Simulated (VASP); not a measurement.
## BP: density of states with PBE

BP:

```
B P
1.0
     0.00000    2.27415    2.27415
     2.27415    0.00000    2.27415
     2.27415    2.27415    0.00000
B P
1 1
Direct
  0.00000 0.00000 0.00000
  0.25000 0.25000 0.25000
```

```yaml
Program: VASP 6.6.1
Task: density of states
Functional: PBE
Potentials_or_basis: VASP PAW PBE potentials, release 64 (B, P)
Cutoff: 520 eV
k_mesh: 10 × 10 × 10
Occupations: gaussian, width 0.02 eV
Spin: no spin polarisation
Dipole_correction: no
k_mesh_for_the_DOS: 15 × 15 × 15
Occupations_for_the_DOS: tetrahedron
Further_INCAR_settings: ALGO = Normal; EDIFF = 1e-06; NBANDS = 11
```

- Valence electrons inside the program's atomic spheres: B 1.93; P 2.56

Levels at points of the mesh, in eV from the valence-band top:
| k point | band 1 | band 2 | band 3 | band 4 | band 5 | band 6 | band 7 | band 8 |
| --- | --- | --- | --- | --- | --- | --- | --- | --- |
| (0.00, 0.00, 0.00) | -15.40 | 0.00 | 0.00 | 0.00 | 3.39 | 3.39 | 3.39 | 7.27 |

Wall time 18 s on 1 thread of Intel(R) Xeon(R) Platinum 8259CL CPU @ 2.50GHz (Skylake/Cascade Lake), with other jobs on the host, peak memory 0.14 GiB.
